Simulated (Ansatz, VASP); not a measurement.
## Mg in VASP and in Ansatz

The input INCAR:

```
PREC     = Accurate       # precision mode
ENCUT    = 520            # plane-wave cutoff, eV
EDIFF    = 1E-8           # SCF threshold, eV
ISMEAR   = -1             # smearing method
SIGMA    = 0.08           # smearing width, eV
LREAL    = F              # projectors in reciprocal space
LASPH    = T              # aspherical terms in the spheres
NELM     = 80             # most SCF steps
ALGO     = Normal         # electronic algorithm
ISIF     = 2              # what is computed and relaxed
LWAVE    = F              # write WAVECAR
LCHARG   = F              # write CHGCAR
GGA      = PE             # functional
LEFG     = T            
NBANDS   = 9              # bands
```

File KPOINTS:

```
regular mesh
0
Gamma
  12 12 7
```

The input POSCAR:

```
Mg
1.0
    3.1877321484      0.0000000000      0.0000000000
   -1.5938660741      2.7606570210      0.0000000000
    0.0000000000      0.0000000000      5.1753602886
Mg
2
Direct
    0.3333333333      0.6666666667      0.2500000000
    0.6666666667      0.3333333333      0.7500000000
```

Input for Ansatz:

```yaml
crystal:
  lattice:
    - [3.1877321484, 0.0, 0.0]
    - [-1.5938660741, 2.760657021, 0.0]
    - [0.0, 0.0, 5.1753602886]
  atoms:
    - { symbol: Mg, position: [0.3333333333, 0.6666666667, 0.25] }
    - { symbol: Mg, position: [0.6666666667, 0.3333333333, 0.75] }
kpoints:
  mp_grid: { grid: [12, 12, 7] }
scf:
  occupations: { method: fermi_dirac, width: 0.08 }
hamiltonian:
  xc: pbe
  pseudopotentials: { kind: all_electron, datasets: crystal }
output:
  forces: true
  stress: true
  eigenvalues: true
  efg: { contact_densities: true }
```

Change from the starting cell: volume scaled by 0.98, crystal datasets.

Alike in both runs: task electric field gradients; functional PBE; k mesh 12 × 12 × 7; occupations fermi-dirac, width 0.08 eV; no spin polarisation.

|  | VASP | Ansatz |
| --- | --- | --- |
| version | VASP 6.6.1 | Ansatz 0.2.0 |
| potentials or method | VASP PAW PBE potentials, release 64 (Mg), cutoff 520 eV | all-electron PAW with datasets made for the crystal, scalar-relativistic |

|  | VASP | Ansatz | Ansatz less VASP |
| --- | --- | --- | --- |
| pressure (GPa) | 0.1 | 0.2 | +0.10 |
| traceless stress, the component that is largest in VASP (GPa) | -0.54 | -0.53 | +0.002 |
| size of Vzz on the site where it differs most (V/Å²) | 1.0 | 1.1 | +0.14 |

Ansatz ran all-electron here, and VASP with PAW potentials.
